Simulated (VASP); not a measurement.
A run of VASP 6.6.1 is set up as follows.

Contents of INCAR:

```
PREC     = Accurate       # precision mode
ENCUT    = 520            # plane-wave cutoff, eV
EDIFF    = 1E-7           # SCF threshold, eV
ISMEAR   = -1             # smearing method
SIGMA    = 0.05           # smearing width, eV
LREAL    = F              # projectors in reciprocal space
LASPH    = T              # aspherical terms in the spheres
NELM     = 60             # most SCF steps
ALGO     = Normal         # electronic algorithm
ISIF     = 2              # what is computed and relaxed
LWAVE    = F              # write WAVECAR
LCHARG   = T              # write CHGCAR
GGA      = PS             # functional
LELF     = T              # ELF
LVHAR    = T            
NBANDS   = 22             # bands
```

The input KPOINTS:

```
regular mesh
0
Gamma
  6 6 6
```

POSCAR

```
InSb3
1.0
    0.0000000000      3.7432709431      3.7432709431
    3.7432709431      0.0000000000      3.7432709431
    3.7432709431      3.7432709431      0.0000000000
Sb In
3 1
Direct
    0.5000000000      0.5000000000      0.5000000000
    0.7500000000      0.7500000000      0.7500000000
    0.2500000000      0.2500000000      0.2500000000
    0.0000000000      0.0000000000      0.0000000000
```

Potentials or basis: VASP PAW PBE potentials, release 64 (Sb, In_d).

Run with:

```console
$ cat potpaw_PBE.64/Sb/POTCAR potpaw_PBE.64/In_d/POTCAR > POTCAR
$ mpirun -np 1 vasp_std > vasp.out
```

Problem. Estimate the pressure.

Solution. -1.1 GPa.

Problem. Estimate the band gap on the k mesh.

Solution. Zero (band 14 reaches 9.48 eV, above the bottom of band 15 at 6.11 eV).

Caveat: the PAW data sets were made with another functional, which shifts forces and pressure a little; spin-orbit coupling is left out, which moves the levels of the heavy elements.
